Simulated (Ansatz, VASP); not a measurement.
## One calculation of GaN, two programs

```xyz
2
Lattice="0.0000 1.9858 1.9858 1.9858 0.0000 1.9858 1.9858 1.9858 0.0000" Properties=species:S:1:pos:R:3 pbc="T T T"
Ga    1.9858    1.9858    1.9858
N     0.0000    0.0000    0.0000
```

Change from the starting cell: volume scaled by 0.99.

Alike in both runs: task single point; functional PBEsol; k mesh 13 × 13 × 13; occupations fermi-dirac, width 0.02 eV; no spin polarisation.

|  | VASP | Ansatz |
| --- | --- | --- |
| version | VASP 6.6.1 | Ansatz 0.2.0 |
| potentials or method | VASP PAW PBE potentials, release 64 (Ga_d, N), cutoff 520 eV | all-electron LAPW, scalar-relativistic |

```csv
,VASP,Ansatz,Ansatz less VASP
gap on the k mesh at the Fermi level (eV),1.89,1.90,+0.013
pressure (GPa),64.3,63.6,-0.69
```

VASP's potentials were made for PBE, not for PBEsol. Both programs put the cell under a high pressure, so it lies far from rest at this level. Ansatz ran all-electron here, and VASP with PAW potentials.

Noted on VASP's run: the cell as given lies far from equilibrium.
